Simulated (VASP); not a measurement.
# C (R-3m) in VASP: single point with PBEsol+D3(BJ)

Aim: the single point of C with PBEsol+D3(BJ).

Everything below comes from runs of VASP 6.6.1. Logs are shortened: lines on timing, memory, paths and dates and some standing lists are left out, and cuts for length are marked.

## (1) The cell of the first run

Symmetry: R-3m, No. 166, trigonal system. Conventional cell: a = 2.458 Å, b = 2.458 Å, c = 20.419 Å, α = 90.00°, β = 90.00°, γ = 120.00°. C (site symmetry 3m) has 3 C at 1.42 Å within 1.9 Å. C (site symmetry 3m) has 3 C at 1.42 Å within 1.9 Å.

## (2) Single point, PBEsol+D3(BJ)

File INCAR:

```
ALGO = Normal ; EDIFF = 1E-6
ENCUT = 520 ; GGA = PS
ISIF = 2 ; ISMEAR = 0
IVDW = 12 ; LASPH = True
LCHARG = False ; LREAL = False
LWAVE = False ; NBANDS = 36
NELM = 80 ; PREC = Accurate
SIGMA = 0.03
```

File KPOINTS:

```
k-points
0
Gamma
  15 15 2
```

File POSCAR:

```
C
1.0
   -1.2289486572     -2.1286015142      0.0000000000
    1.2289486572     -2.1286015142      0.0000000000
    0.0000000000      0.0000000000     20.4193683166
C
12
Direct
    1.0000000000      1.0000000000      0.0807337857
    0.3333333333      0.3333333333      0.4140671191
    0.6666666667      0.6666666667      0.7474004524
    1.0000000000      1.0000000000      0.9192662143
    0.3333333333      0.3333333333      0.2525995476
    0.6666666667      0.6666666667      0.5859328809
    1.0000000000      1.0000000000      0.2525739677
    0.3333333333      0.3333333333      0.5859073011
    0.6666666667      0.6666666667      0.9192406344
    1.0000000000      1.0000000000      0.7474260323
    0.3333333333      0.3333333333      0.0807593656
    0.6666666667      0.6666666667      0.4140926989
```

Potentials or basis: VASP PAW PBE potentials, release 64 (C).

Launch:

```bash
$ cat potpaw_PBE.64/C/POTCAR > POTCAR
$ mpirun -np 1 vasp_std > vasp.out
```

OUTCAR:

```text
EDIFF = 1E-6
   ENCUT = 520
   GGA = PS
   ISIF = 2
   ISMEAR = 0
   IVDW = 12
   LASPH = True
   LREAL = False
   NELM = 80
   PREC = Accurate
 IVDW          = 12

 ion  position               nearest neighbor table
   1  0.000  0.000  0.081-  11 1.42  11 1.42  11 1.42
   2  0.333  0.333  0.414-  12 1.42  12 1.42  12 1.42
   3  0.667  0.667  0.747-  10 1.42  10 1.42  10 1.42
   4  0.000  0.000  0.919-   9 1.42   9 1.42   9 1.42
   5  0.333  0.333  0.253-   7 1.42   7 1.42   7 1.42
   6  0.667  0.667  0.586-   8 1.42   8 1.42   8 1.42
   7  0.000  0.000  0.253-   5 1.42   5 1.42   5 1.42
   8  0.333  0.333  0.586-   6 1.42   6 1.42   6 1.42
   9  0.667  0.667  0.919-   4 1.42   4 1.42   4 1.42
  10  0.000  0.000  0.747-   3 1.42   3 1.42   3 1.42
  11  0.333  0.333  0.081-   1 1.42   1 1.42   1 1.42
  12  0.667  0.667  0.414-   2 1.42   2 1.42   2 1.42

  LATTYP: Found a hexagonal cell.
 ALAT       =     2.4578973144
 C/A-ratio  =     8.3076571982

  Lattice vectors:

 A1 = (  -1.2289486572,   2.1286015142,   0.0000000000)
 A2 = (  -1.2289486572,  -2.1286015142,   0.0000000000)
 A3 = (   0.0000000000,   0.0000000000,  20.4193683166)

Analysis of symmetry for initial positions (statically):
=====================================================================
 Subroutine PRICEL returns following result:

  LATTYP: Found a trigonal (rhomboedric) cell.
 ALAT       =     6.9528122207
 COS(alpha) =     0.9375148993

  Lattice vectors:

 A1 = (   1.2289486572,  -0.7095338382,  -6.8064561049)
 A2 = (  -1.2289486572,  -0.7095338378,  -6.8064561069)
 A3 = (   0.0000000000,   1.4190676760,  -6.8064561049)

   3 primitive cells build up your supercell.

 Routine SETGRP: Setting up the symmetry group for a
 hexagonal supercell.

 Subroutine GETGRP returns: Found 12 space group operations
 (whereof 12 operations were pure point group operations)
 out of a pool of 24 trial point group operations.

The static configuration has the point symmetry D_3d.

Analysis of symmetry for dynamics (positions and initial velocities):
=====================================================================
 Subroutine PRICEL returns following result:

  LATTYP: Found a trigonal (rhomboedric) cell.
 ALAT       =     6.9528122207
 COS(alpha) =     0.9375148993

  Lattice vectors:

 A1 = (   1.2289486572,  -0.7095338382,  -6.8064561049)
 A2 = (  -1.2289486572,  -0.7095338378,  -6.8064561069)
 A3 = (   0.0000000000,   1.4190676760,  -6.8064561049)

   3 primitive cells build up your supercell.

 Routine SETGRP: Setting up the symmetry group for a
 hexagonal supercell.

 Subroutine GETGRP returns: Found 12 space group operations
 (whereof 12 operations were pure point group operations)
 out of a pool of 24 trial point group operations.

The dynamic configuration has the point symmetry D_3d.

 Subroutine INISYM returns: Found 12 space group operations
 (whereof 12 operations are pure point group operations),
 and found     3 'primitive' translations

----------------------------------------------------------------------------------------

                                     Primitive cell

  volume of cell :      35.6106

  direct lattice vectors                    reciprocal lattice vectors
     1.228948657 -0.709533838 -6.806456105     0.406851822 -0.234896009 -0.048973111
    -1.228948657 -0.709533838 -6.806456107    -0.406851822 -0.234896009 -0.048973111
     0.000000000  1.419067676 -6.806456105     0.000000000  0.469792018 -0.048973111

  length of vectors
     6.952812221  6.952812223  6.952812221     0.472337703  0.472337703  0.472337703

  position of ions in fractional coordinates (direct lattice)
     0.919266214  0.919266214  0.919266214
     0.080733786  0.080733786  0.080733786
     0.747426032  0.747426032  0.747426032
     0.252573968  0.252573968  0.252573968

  ion indices of the primitive-cell ions
   primitive index   ion index
                 1           1
                 2           4
                 3           7
                 4          10

----------------------------------------------------------------------------------------

 KPOINTS: k-points

Automatic generation of k-mesh.
 Grid dimensions read from file:
 generate k-points for:   15   15    2

 Generating k-lattice:

  Cartesian coordinates                     Fractional coordinates (reciprocal lattice)
    -0.027123455 -0.015659734  0.000000000     0.066666667  0.000000000  0.000000000
     0.027123455 -0.015659734  0.000000000     0.000000000  0.066666667  0.000000000
     0.000000000  0.000000000  0.024486556     0.000000000  0.000000000  0.500000000

  Length of vectors
     0.031319468  0.031319468  0.024486556

  Shift w.r.t. Gamma in fractional coordinates (k-lattice)
     0.000000000  0.000000000  0.000000000

 Subroutine IBZKPT returns following result:
 ===========================================

 Found     54 irreducible k-points:

 Following reciprocal coordinates:
            Coordinates               Weight
  0.000000  0.000000  0.000000      1.000000
  0.066667 -0.000000  0.000000      6.000000
  0.133333  0.000000  0.000000      6.000000
  0.200000 -0.000000  0.000000      6.000000
  0.266667  0.000000  0.000000      6.000000
  0.333333  0.000000  0.000000      6.000000
[... 16 lines left out ...]
 -0.466667  0.200000  0.000000     12.000000
 -0.400000  0.200000  0.000000      6.000000
 [... further k-points ...]
   k-points           NKPTS =     54   k-points in BZ     NKDIM =     54   number of bands    NBANDS=     36
   number of dos      NEDOS =    301   number of ions     NIONS =     12
   total plane-waves  NPLWV =  51840
   dimension x,y,z NGX =    18 NGY =   18 NGZ =  160
   dimension x,y,z NGXF=    36 NGYF=   36 NGZF=  320
   ions per type =              12
   NGX,Y,Z   is equivalent  to a cutoff of  12.17, 12.17, 13.03 a.u.
   NGXF,Y,Z  is equivalent  to a cutoff of  24.35, 24.35, 26.05 a.u.
 SYSTEM =  unknown system
   PREC   = accura    normal or accurate (medium, high low for compatibility)
   ISTART =      0    job   : 0-new  1-cont  2-samecut
   ICHARG =      2    charge: 1-file 2-atom 10-const
   ISPIN  =      1    spin polarized calculation?
   LNONCOLLINEAR =      F non collinear calculations
   LSORBIT =      F    spin-orbit coupling
   LASPH  =      T    aspherical Exc in radial PAW
   ENCUT  =  520.0 eV  38.22 Ry    6.18 a.u.   4.57  4.57 37.97*2*pi/ulx,y,z
   NELM   =     80;   NELMIN=  2; NELMDL= -5     # of ELM steps
   EDIFF  = 0.1E-05   stopping-criterion for ELM
   LREAL  =      F    real-space projection
   EDIFFG = 0.1E-04   stopping-criterion for IOM
   NSW    =      0    number of steps for IOM
   IBRION =     -1    ionic relax: 0-MD 1-quasi-New 2-CG
   NFREE  =      0    steps in history (QN), initial steepest desc. (CG)
   ISIF   =      2    stress and relaxation
   ISYM   =      2    0-nonsym 1-usesym 2-fastsym
   POTIM  = 0.5000    time-step for ionic-motion
   TEBEG  =    0.0;   TEEND  =   0.0 temperature during run
   PSTRESS=    0.0 pullay stress
   NELECT =      48.0000    total number of electrons
   NUPDOWN=      -1.0000    fix difference up-down
   EMIN   =  10.00;   EMAX   =-10.00  energy-range for DOS
   EFERMI =   0.00;   METHOD = LEGACY
   ISMEAR =     0;   SIGMA  =   0.03  broadening in eV -4-tet -1-fermi 0-gaus
   EFERMI_NEDOS =   21; number of points for ismear=-14 and -15
   IALGO  =     38    algorithm
   IMIX   =      4    mixing-type and parameters
     AMIX     =   0.40;   BMIX     =  1.00
     AMIX_MAG =   1.60;   BMIX_MAG =  1.00
  volume/ion in A,a.u.               =       8.90        60.08
  Fermi-wavevector in a.u.,A,eV,Ry     =   1.253877  2.369485 21.391199  1.572209
  Thomas-Fermi vector in A             =   2.387709
   LORBIT       =      0    0 simple, 1 ext, 2 COOP (PROOUT), +10 PAW based schemes
   GGA     = PS    functional components
   LHFCALC =     F    Hartree Fock is set to
   AEXX    =    0.0000 exact exchange contribution
   IVDW    =    12    specifies the selected vdW correction
   LEPSILON=     F    determine dielectric tensor
   LRPA    =     F    only Hartree local field effects (RPA)
 non-spin polarized calculation
 Gauss-broadening in eV      SIGMA  =   0.03
  energy-cutoff  :      520.00
  volume of cell :      106.83
 maximum number of plane-waves:      2924
   NGX =  9   NGY =  9   NGZ = 75

 number of electron      47.9999986 magnetization

 Free energy of the ion-electron system (eV)
  ---------------------------------------------------
  ext. energy  EPLUGINS =         0.00000000
  ---------------------------------------------------
  free energy    TOTEN  =      -115.66691795 eV

  energy without entropy =     -115.66691795  energy(sigma->0) =     -115.66691795

 E-fermi :   4.5236     XC(G=0): -10.4538

 val. band max:        4.3943058714   @ k =  -0.3333   0.3333   0.0000
 cond. band min:       4.6589287479   @ k =  -0.3333   0.3333   0.0000
 fundamental gap:      0.2646228765
 Fermi energy:         4.5235956808

 k-point     1 :       0.0000    0.0000    0.0000
  band No.  band energies     occupation
      1     -15.1442      2.00000
      2     -15.0818      2.00000
      3     -15.0818      2.00000
      4     -14.9282      2.00000
      5     -14.9282      2.00000
      6     -14.8595      2.00000
[... 28 lines left out ...]
     35      12.9352      0.00000
     36      12.9406      0.00000

 k-point     2 :       0.0667   -0.0000    0.0000
  band No.  band energies     occupation
      1     -15.0375      2.00000
      2     -14.9757      2.00000
      3     -14.9756      2.00000
      4     -14.8228      2.00000
      5     -14.8228      2.00000
      6     -14.7547      2.00000
[... 850 lines left out ...]
 k-point    24 :      -0.4000    0.2000    0.0000
  band No.  band energies     occupation
      1      -9.1347      2.00000
      2      -9.1347      2.00000
      3      -9.0820      2.00000
      4      -9.0711      2.00000
      5      -9.0168      2.00000
      6      -9.0168      2.00000
[... 28 lines left out ...]
     35      15.2237      0.00000
     36      15.2242      0.00000

 [... further k-points ...]

------------------------ aborting loop because EDIFF is reached ----------------------------------------

 Edisp (eV)   -1.30359

 E8    (eV) :    -0.6337

  FORCE on cell =-STRESS in cart. coord.  units (eV):
  Direction    XX          YY          ZZ          XY          YZ          ZX
  --------------------------------------------------------------------------------------
  -------------------------------------------------------------------------------------
  Total       0.76463     0.76463    -0.11175     0.00000    -0.00000     0.00000
  in kB      11.46738    11.46738    -1.67592     0.00000    -0.00000     0.00000
  external pressure =        7.09 kB  Pullay stress =        0.00 kB

 VOLUME and BASIS-vectors are now :
 -----------------------------------------------------------------------------
  energy-cutoff  :      520.00
  volume of cell :      106.83
      direct lattice vectors                 reciprocal lattice vectors
    -1.228948657 -2.128601514  0.000000000    -0.406851822 -0.234896009  0.000000000
     1.228948657 -2.128601514  0.000000000     0.406851822 -0.234896009  0.000000000
     0.000000000  0.000000000 20.419368317     0.000000000  0.000000000  0.048973111

 POSITION                                       TOTAL-FORCE (eV/Angst)
 -----------------------------------------------------------------------------------
      0.00000      0.00000      1.64853         0.000000      0.000000      0.001869
      0.00000     -1.41907      8.45499         0.000000      0.000000      0.001869
      0.00000     -2.83814     15.26145         0.000000     -0.000000      0.001869
      0.00000      0.00000     18.77084         0.000000     -0.000000     -0.001869
      0.00000     -1.41907      5.15792         0.000000     -0.000000     -0.001869
      0.00000     -2.83814     11.96438         0.000000     -0.000000     -0.001869
      0.00000      0.00000      5.15740        -0.000000     -0.000000     -0.002831
      0.00000     -1.41907     11.96386        -0.000000      0.000000     -0.002831
      0.00000     -2.83814     18.77031        -0.000000      0.000000     -0.002831
      0.00000      0.00000     15.26197         0.000000     -0.000000      0.002831
      0.00000     -1.41907      1.64906        -0.000000     -0.000000      0.002831
      0.00000     -2.83814      8.45551        -0.000000      0.000000      0.002831
 -----------------------------------------------------------------------------------
    total drift:                                0.000000     -0.000000      0.000000

  FREE ENERGIE OF THE ION-ELECTRON SYSTEM (eV)
  ---------------------------------------------------
  free  energy   TOTEN  =      -116.9705119022 eV

  energy  without entropy=     -116.9705119022  energy(sigma->0) =     -116.97051190
```

Run time: 2.7 min. Hardware: 1 thread of AMD EPYC 7R13 (Zen 3), shared host; peak memory 0.26 GiB.

Results:

| Property | Result |
| --- | --- |
| Free energy | -116.9705 eV |
| Pressure | 0.7 GPa |
| Band gap on the k mesh | 0.26 eV |
| Dispersion energy per atom | -0.109 eV |

Forces on the atoms (eV/Å):
```
C    0.000  0.000  0.002
C    0.000  0.000  0.002
C    0.000  0.000  0.002
C    0.000  0.000 -0.002
C    0.000  0.000 -0.002
C    0.000  0.000 -0.002
C    0.000  0.000 -0.003
C    0.000  0.000 -0.003
C    0.000  0.000 -0.003
C    0.000  0.000  0.003
C    0.000  0.000  0.003
C    0.000  0.000  0.003
```

Stress tensor (GPa, compression positive):
```
 1.15  0.00  0.00
 0.00  1.15  0.00
 0.00  0.00 -0.17
```

Caveat: the PAW data sets were made with another functional, which shifts forces and pressure a little.
